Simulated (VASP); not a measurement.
# B (Cmme) in VASP: further runs

The runs below take B through single point, with PBE.

All numbers are computed with VASP 6.6.1; they aren't measurements. Logs are shortened: lines on timing, memory, paths and dates and some standing lists are left out, and cuts for length are marked.

## (1) The cell of the first run

It takes space group Cmme (No. 67, orthorhombic). Conventional cell: a = 4.665 Å, b = 5.724 Å, c = 3.331 Å, α = 90.00°, β = 90.00°, γ = 90.00°. B (site symmetry m) has 4 B at 1.67 to 1.74 Å within 2.2 Å. B (site symmetry 222) has 4 B at 1.67 Å within 2.2 Å.

The cell was built from a structure type or drawn by symmetry, and may not be a known phase.

## (2) Single point, PBE

INCAR

```
PREC = Accurate
ENCUT = 520
EDIFF = 1E-6
ISMEAR = 0
SIGMA = 0.1
LREAL = F
LASPH = T
NELM = 100
ALGO = Normal
ISIF = 2
LWAVE = F
LCHARG = F
GGA = PE
NBANDS = 18
```

KPOINTS

```
Automatic mesh
0
Gamma
  6 6 6
```

POSCAR

```
B
1.0
    2.3325412700     -2.8622178700      0.0000000000
    2.3325412700      2.8622178700      0.0000000000
    0.0000000000      0.0000000000      3.3306557400
B
6
Direct
    0.6039974100      0.3960025900      0.3101849400
    0.8960025900      0.1039974100      0.3101849400
    0.3960025900      0.6039974100      0.6898150600
    0.1039974100      0.8960025900      0.6898150600
    0.7500000000      0.7500000000      0.0000000000
    0.2500000000      0.2500000000      0.0000000000
```

Potentials or basis: VASP PAW PBE potentials, release 64 (B).

Command:

```bash
$ cat potpaw_PBE.64/B/POTCAR > POTCAR
$ mpirun -np 1 vasp_std > vasp.out
```

OUTCAR:

```text
PREC = Accurate
   ENCUT = 520
   EDIFF = 1E-6
   ISMEAR = 0
   LREAL = F
   LASPH = T
   NELM = 100
   ISIF = 2
   GGA = PE

 ion  position               nearest neighbor table
   1  0.604  0.396  0.310-   5 1.67   6 1.67   2 1.67   3 1.74
   2  0.896  0.104  0.310-   5 1.67   6 1.67   1 1.67   4 1.74
   3  0.396  0.604  0.690-   5 1.67   6 1.67   4 1.67   1 1.74
   4  0.104  0.896  0.690-   5 1.67   6 1.67   3 1.67   2 1.74
   5  0.750  0.750  0.000-   1 1.67   2 1.67   3 1.67   4 1.67
   6  0.250  0.250  0.000-   1 1.67   2 1.67   3 1.67   4 1.67

  LATTYP: Found a base centered orthorhombic cell.
 ALAT       =     4.6650825400
 B/A-ratio  =     1.2270813412
 C/A-ratio  =     0.7139543002

  Lattice vectors:

 A1 = (   2.3325412700,  -2.8622178700,   0.0000000000)
 A2 = (   2.3325412700,   2.8622178700,   0.0000000000)
 A3 = (   0.0000000000,   0.0000000000,   3.3306557400)

Analysis of symmetry for initial positions (statically):
=====================================================================
 Subroutine PRICEL returns:
 Original cell was already a primitive cell.

 Routine SETGRP: Setting up the symmetry group for a
 base centered orthorhombic supercell.

 Subroutine GETGRP returns: Found  8 space group operations
 (whereof  4 operations were pure point group operations)
 out of a pool of  8 trial point group operations.

The static configuration has the point symmetry C_2h.
 The point group associated with its full space group is D_2h.

Analysis of symmetry for dynamics (positions and initial velocities):
=====================================================================
 Subroutine PRICEL returns:
 Original cell was already a primitive cell.

 Routine SETGRP: Setting up the symmetry group for a
 base centered orthorhombic supercell.

 Subroutine GETGRP returns: Found  8 space group operations
 (whereof  4 operations were pure point group operations)
 out of a pool of  8 trial point group operations.

The dynamic configuration has the point symmetry C_2h.
 The point group associated with its full space group is D_2h.

 Subroutine INISYM returns: Found  8 space group operations
 (whereof  4 operations are pure point group operations),
 and found     1 'primitive' translations

----------------------------------------------------------------------------------------

                                     Primitive cell

  volume of cell :      44.4725

  direct lattice vectors                    reciprocal lattice vectors
     2.332541270 -2.862217870  0.000000000     0.214358479 -0.174689707  0.000000000
     2.332541270  2.862217870  0.000000000     0.214358479  0.174689707  0.000000000
     0.000000000  0.000000000  3.330655740     0.000000000  0.000000000  0.300241177

  length of vectors
     3.692294667  3.692294667  3.330655740     0.276524956  0.276524956  0.300241177

  position of ions in fractional coordinates (direct lattice)
     0.603997410  0.396002590  0.310184940
     0.896002590  0.103997410  0.310184940
     0.396002590  0.603997410  0.689815060
     0.103997410  0.896002590  0.689815060
     0.750000000  0.750000000  0.000000000
     0.250000000  0.250000000  0.000000000

  ion indices of the primitive-cell ions
   primitive index   ion index
                 1           1
                 2           2
                 3           3
                 4           4
                 5           5
                 6           6

----------------------------------------------------------------------------------------

 KPOINTS: Automatic mesh

Automatic generation of k-mesh.
 Grid dimensions read from file:
 generate k-points for:    6    6    6

 Generating k-lattice:

  Cartesian coordinates                     Fractional coordinates (reciprocal lattice)
     0.035726413 -0.029114951  0.000000000     0.166666667  0.000000000  0.000000000
     0.035726413  0.029114951  0.000000000     0.000000000  0.166666667  0.000000000
     0.000000000  0.000000000  0.050040196     0.000000000  0.000000000  0.166666667

  Length of vectors
     0.046087493  0.046087493  0.050040196

  Shift w.r.t. Gamma in fractional coordinates (k-lattice)
     0.000000000  0.000000000  0.000000000

 Subroutine IBZKPT returns following result:
 ===========================================

 Found     52 irreducible k-points:

 Following reciprocal coordinates:
            Coordinates               Weight
  0.000000  0.000000  0.000000      1.000000
  0.166667 -0.000000  0.000000      4.000000
  0.333333  0.000000  0.000000      4.000000
  0.500000  0.000000  0.000000      2.000000
  0.166667  0.166667  0.000000      2.000000
  0.333333  0.166667  0.000000      4.000000
[... 16 lines left out ...]
  0.333333  0.333333  0.166667      4.000000
  0.500000  0.333333  0.166667      8.000000
 [... further k-points ...]
   k-points           NKPTS =     52   k-points in BZ     NKDIM =     52   number of bands    NBANDS=     18
   number of dos      NEDOS =    301   number of ions     NIONS =      6
   total plane-waves  NPLWV =  21952
   dimension x,y,z NGX =    28 NGY =   28 NGZ =   28
   dimension x,y,z NGXF=    56 NGYF=   56 NGZF=   56
   ions per type =               6
   NGX,Y,Z   is equivalent  to a cutoff of  12.61, 12.61, 13.98 a.u.
   NGXF,Y,Z  is equivalent  to a cutoff of  25.21, 25.21, 27.95 a.u.
 SYSTEM =  unknown system
   PREC   = accura    normal or accurate (medium, high low for compatibility)
   ISTART =      0    job   : 0-new  1-cont  2-samecut
   ICHARG =      2    charge: 1-file 2-atom 10-const
   ISPIN  =      1    spin polarized calculation?
   LNONCOLLINEAR =      F non collinear calculations
   LSORBIT =      F    spin-orbit coupling
   LASPH  =      T    aspherical Exc in radial PAW
   ENCUT  =  520.0 eV  38.22 Ry    6.18 a.u.   6.87  6.87  6.19*2*pi/ulx,y,z
   NELM   =    100;   NELMIN=  2; NELMDL= -5     # of ELM steps
   EDIFF  = 0.1E-05   stopping-criterion for ELM
   LREAL  =      F    real-space projection
   EDIFFG = 0.1E-04   stopping-criterion for IOM
   NSW    =      0    number of steps for IOM
   IBRION =     -1    ionic relax: 0-MD 1-quasi-New 2-CG
   NFREE  =      0    steps in history (QN), initial steepest desc. (CG)
   ISIF   =      2    stress and relaxation
   ISYM   =      2    0-nonsym 1-usesym 2-fastsym
   POTIM  = 0.5000    time-step for ionic-motion
   TEBEG  =    0.0;   TEEND  =   0.0 temperature during run
   PSTRESS=    0.0 pullay stress
   NELECT =      18.0000    total number of electrons
   NUPDOWN=      -1.0000    fix difference up-down
   EMIN   =  10.00;   EMAX   =-10.00  energy-range for DOS
   EFERMI =   0.00;   METHOD = LEGACY
   ISMEAR =     0;   SIGMA  =   0.10  broadening in eV -4-tet -1-fermi 0-gaus
   EFERMI_NEDOS =   21; number of points for ismear=-14 and -15
   IALGO  =     38    algorithm
   IMIX   =      4    mixing-type and parameters
     AMIX     =   0.40;   BMIX     =  1.00
     AMIX_MAG =   1.60;   BMIX_MAG =  1.00
  volume/ion in A,a.u.               =       7.41        50.02
  Fermi-wavevector in a.u.,A,eV,Ry     =   1.210975  2.288410 19.952396  1.466460
  Thomas-Fermi vector in A             =   2.346505
   LORBIT       =      0    0 simple, 1 ext, 2 COOP (PROOUT), +10 PAW based schemes
   GGA     = PE    functional components
   LHFCALC =     F    Hartree Fock is set to
   AEXX    =    0.0000 exact exchange contribution
   IVDW    =     0    specifies the selected vdW correction
   LEPSILON=     F    determine dielectric tensor
   LRPA    =     F    only Hartree local field effects (RPA)
 non-spin polarized calculation
 Gauss-broadening in eV      SIGMA  =   0.10
  energy-cutoff  :      520.00
  volume of cell :       44.47
 maximum number of plane-waves:      1216
   NGX = 13   NGY = 13   NGZ = 13

 number of electron      18.0000001 magnetization

 Free energy of the ion-electron system (eV)
  ---------------------------------------------------
  ext. energy  EPLUGINS =         0.00000000
  ---------------------------------------------------
  free energy    TOTEN  =       -33.55469458 eV

  energy without entropy =      -33.54280025  energy(sigma->0) =      -33.54874742

 E-fermi :   5.5310     XC(G=0): -11.5844

 val. band max:        5.5219371341   @ k =   0.3333   0.1667   0.3333
 cond. band min:       5.5357607974   @ k =   0.0000   0.0000   0.5000
 fundamental gap:      0.0138236633
 Fermi energy:         5.5310076625

 k-point     1 :       0.0000    0.0000    0.0000
  band No.  band energies     occupation
      1      -9.3433      2.00000
      2      -2.9904      2.00000
      3      -0.9022      2.00000
      4      -0.5482      2.00000
      5       1.1078      2.00000
      6       1.9260      2.00000
[... 10 lines left out ...]
     17      16.8302      0.00000
     18      17.2916      0.00000

 k-point     2 :       0.1667   -0.0000    0.0000
  band No.  band energies     occupation
      1      -9.1041      2.00000
      2      -4.0001      2.00000
      3      -0.6555      2.00000
      4      -0.2545      2.00000
      5       1.2884      2.00000
      6       1.6632      2.00000
[... 10 lines left out ...]
     17      16.4793      0.00000
     18      17.0523      0.00000

 k-point     3 :       0.3333    0.0000    0.0000
  band No.  band energies     occupation
      1      -8.3930      2.00000
      2      -5.6973      2.00000
      3      -0.5636      2.00000
      4       0.8405      2.00000
      5       0.9079      2.00000
      6       1.8336      2.00000
[... 10 lines left out ...]
     17      16.2701      0.00000
     18      17.4340      0.00000

 k-point     4 :       0.5000    0.0000    0.0000
  band No.  band energies     occupation
      1      -7.2343      2.00000
      2      -7.2343      2.00000
      3      -0.0345      2.00000
      4      -0.0345      2.00000
      5       1.8728      2.00000
      6       1.8728      2.00000
[... 375 lines left out ...]
      4      -1.6684      2.00000
      5       0.6552      2.00000
      6       1.8543      2.00000
[... 10 lines left out ...]
     17      16.3830      0.00000
     18      17.5271      0.00000

 k-point    23 :       0.3333    0.3333    0.1667
  band No.  band energies     occupation
      1      -6.7666      2.00000
      2      -6.1319      2.00000
      3      -3.4089      2.00000
      4      -0.4492      2.00000
      5       0.5135      2.00000
      6       0.8169      2.00000
[... 10 lines left out ...]
     17      16.8075      0.00000
     18      17.3040      0.00000

 k-point    24 :       0.5000    0.3333    0.1667
  band No.  band energies     occupation
      1      -6.8741      2.00000
      2      -5.4546      2.00000
      3      -3.3272      2.00000
      4      -1.8687      2.00000
      5      -0.1104      2.00000
      6       1.5199      2.00000
[... 10 lines left out ...]
     17      17.1903      0.00000
     18      17.9231      0.00000

 [... further k-points ...]
[... 5 lines left out ...]
  --------------------------------------------------------------------------------------
  -------------------------------------------------------------------------------------
  Total       13.3235141     -4.3288907     14.5073322      0.0000000     -0.0000000      0.0000000
  in kB      479.9959819   -155.9536131    522.6444838      0.0000000     -0.0000000      0.0000000
  external PRESSURE =     282.2289509 kB  Pullay stress =       0.0000000 kB

 VOLUME and BASIS-vectors are now :
 -----------------------------------------------------------------------------
  energy-cutoff  :      520.00
  volume of cell :       44.47
      direct lattice vectors                 reciprocal lattice vectors
     2.332541270 -2.862217870  0.000000000     0.214358479 -0.174689707  0.000000000
     2.332541270  2.862217870  0.000000000     0.214358479  0.174689707  0.000000000
     0.000000000  0.000000000  3.330655740     0.000000000  0.000000000  0.300241177

 POSITION                                       TOTAL-FORCE (eV/Angst)
 -----------------------------------------------------------------------------------
      2.33254     -0.59533      1.03312         0.000000      0.454476      1.121619
      2.33254     -2.26689      1.03312         0.000000     -0.454476      1.121619
      2.33254      0.59533      2.29754         0.000000     -0.454476     -1.121619
      2.33254      2.26689      2.29754         0.000000      0.454476     -1.121619
      3.49881      0.00000      0.00000         0.000000      0.000000     -0.000000
      1.16627      0.00000      0.00000         0.000000     -0.000000     -0.000000
 -----------------------------------------------------------------------------------
    total drift:                                0.000000     -0.000000     -0.000000

  FREE ENERGIE OF THE ION-ELECTRON SYSTEM (eV)
  ---------------------------------------------------
  free  energy   TOTEN  =       -33.5546945813 eV

  energy  without entropy=      -33.5428002547  energy(sigma->0) =      -33.54874742
```

It took 20 s on 1 thread of Intel Xeon Platinum 8488C (Sapphire Rapids), shared host; peak memory 0.16 GiB.

What came out:

```
Free energy            : -33.5547 eV
Pressure               : 28.2 GPa
Largest force          : 1.210 eV/Å
Band gap on the k mesh : zero (bands 9 and 10 overlap by 4.81 eV)
```

Forces on the atoms (eV/Å):
```
B    0.000  0.454  1.122
B    0.000 -0.454  1.122
B    0.000 -0.454 -1.122
B    0.000  0.454 -1.122
B    0.000  0.000  0.000
B    0.000  0.000  0.000
```

Stress tensor (GPa, compression positive):
```
 48.00   0.00   0.00
  0.00 -15.60   0.00
  0.00   0.00  52.26
```

Caveat: the cell stands under pressure; forces of over 1 eV/Å act on the atoms, so gaps and moduli don't describe the material at rest.

(Continued in part 2 of 2.)
